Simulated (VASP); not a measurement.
Write the native input for VASP 6.6.1 that does the following.

* Task: single point
* Functional: LDA
* Potentials or basis: VASP PAW LDA potentials, release 64 (Cu)
* Cutoff: 520 eV
* k mesh: 26 × 26 × 15
* Occupations: fermi-dirac, width 0.1 eV
* Spin: no spin polarisation
* Dipole correction: no
* Further INCAR settings: ALGO = Normal; EDIFF = 1e-07; NBANDS = 18

The structure of Cu lies in POSCAR:

```
Cu
1.0
    2.2661618989      0.0000000000      0.0000000000
   -1.1330809495      1.9625537736      0.0000000000
    0.0000000000      0.0000000000      3.7232577192
Cu
2
Direct
    0.3333333333      0.6666666667      0.2500000000
    0.6666666667      0.3333333333      0.7500000000
```

This isn't the form of Cu at room conditions, which is fcc.

One way to write it, as run:

INCAR

```
SYSTEM = Cu
  PREC = Accurate
  ENCUT = 520
  EDIFF = 1E-7
  ISMEAR = -1
  SIGMA = 0.1
  LREAL = .False.
  LASPH = .True.
  NELM = 80
  ALGO = Normal
  ISIF = 2
  LWAVE = .False.
  LCHARG = .False.
  NBANDS = 18
```

KPOINTS

```
regular mesh
0
Gamma
  26 26 15
  0 0 0
```

Potentials or basis: VASP PAW LDA potentials, release 64 (Cu).

The run is started by

```console
$ cat potpaw_LDA.64/Cu/POTCAR > POTCAR
$ mpirun -np 1 vasp_std > vasp.out
```

Results of the run:

```json
{
 "Pressure": "103.0 GPa",
 "Band gap on the k mesh": "zero (bands 11 and 12 overlap by 7.51 eV)"
}
```

Caveat: the cell stands under pressure.

It took 70 s on 1 thread of Intel(R) Xeon(R) 6975P-C (Granite Rapids), on a shared host, peak memory 0.23 GiB.
